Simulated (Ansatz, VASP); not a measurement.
**One calculation of C, two programs**

```
CELL_PARAMETERS angstrom
2.51588 0.00000 0.00000
-1.25794 2.17882 0.00000
0.00000 0.00000 12.48530
ATOMIC_POSITIONS crystal
C 0.00000 0.00000 0.60467
C 0.00000 0.00000 0.26979
C 0.66667 0.33333 0.43729
C 0.66667 0.33333 0.77187
C 0.66667 0.33333 0.10446
C 0.33333 0.66667 0.93716
C 0.00000 0.00000 0.39533
C 0.00000 0.00000 0.73021
C 0.66667 0.33333 0.22813
C 0.66667 0.33333 0.56271
C 0.66667 0.33333 0.89554
C 0.33333 0.66667 0.06284
```

Alike in both runs: functional PBE; k mesh 12 × 12 × 2; occupations gaussian, width 0.02 eV; no spin polarisation.

Ansatz relaxed the structure, and its values are those at the end. VASP's run is a single point on that final structure, the one shown.

```csv
,VASP,Ansatz
version,VASP 6.6.1,Ansatz 0.2.0
potentials or method,"VASP PAW PBE potentials, release 64 (C), cutoff 520 eV","scalar-relativistic, plane waves, PAW"
valence electrons in the cell,48,48
```

|  | VASP | Ansatz | Ansatz less VASP |
| --- | --- | --- | --- |
| gap on the k mesh at the Fermi level (eV) | 4.24 | 4.25 | +0.010 |
| least direct gap on the mesh (eV) | 5.17 | 5.17 | +0.006 |
| pressure (GPa) | 0.6 | 0.0 | -0.65 |

The functional is the same, so the differences come from potentials, cutoffs and numerics.
